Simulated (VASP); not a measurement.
A run of VASP 6.6.1 is set up as follows.

Contents of INCAR:

```
SYSTEM = Zr2PdS3
PREC = Accurate
ENCUT = 520
EDIFF = 1E-6
ISMEAR = 0
SIGMA = 0.1
LREAL = .FALSE.
LASPH = .TRUE.
NELM = 100
ALGO = Normal
ISIF = 2
LWAVE = .FALSE.
LCHARG = .FALSE.
GGA = PE
NBANDS = 35
```

File KPOINTS:

```
regular mesh
0
G
  3 3 6
  0 0 0
```

File POSCAR:

```
Zr2PdS3
1.0
    6.4435444031      0.0000000000      0.0000000000
   -3.2217722015      5.5802731435      0.0000000000
    0.0000000000      0.0000000000      3.4864924240
Zr Pd S
2 1 3
Direct
    0.3333333333      0.6666666667      0.0000000000
    0.6666666667      0.3333333333      0.0000000000
    0.0000000000      0.0000000000      0.0000000000
    0.5000000000      0.0000000000      0.5000000000
    0.0000000000      0.5000000000      0.5000000000
    0.5000000000      0.5000000000      0.5000000000
```

Potentials or basis: VASP PAW PBE potentials, release 64 (Zr_sv, Pd, S).

Launch:

```console
$ cat potpaw_PBE.64/Zr_sv/POTCAR potpaw_PBE.64/Pd/POTCAR potpaw_PBE.64/S/POTCAR > POTCAR
$ mpirun -np 1 vasp_std > vasp.out
```

(1) Estimate the band gap on the k mesh.

(2) What does it give for the pressure?

Results:

(1) zero (bands 26 and 27 overlap by 1.02 eV).

(2) 0.1 GPa.

Caveat: the k points lie up to 0.38 Å⁻¹ apart, too coarse for converged energies and pressures of a metal.
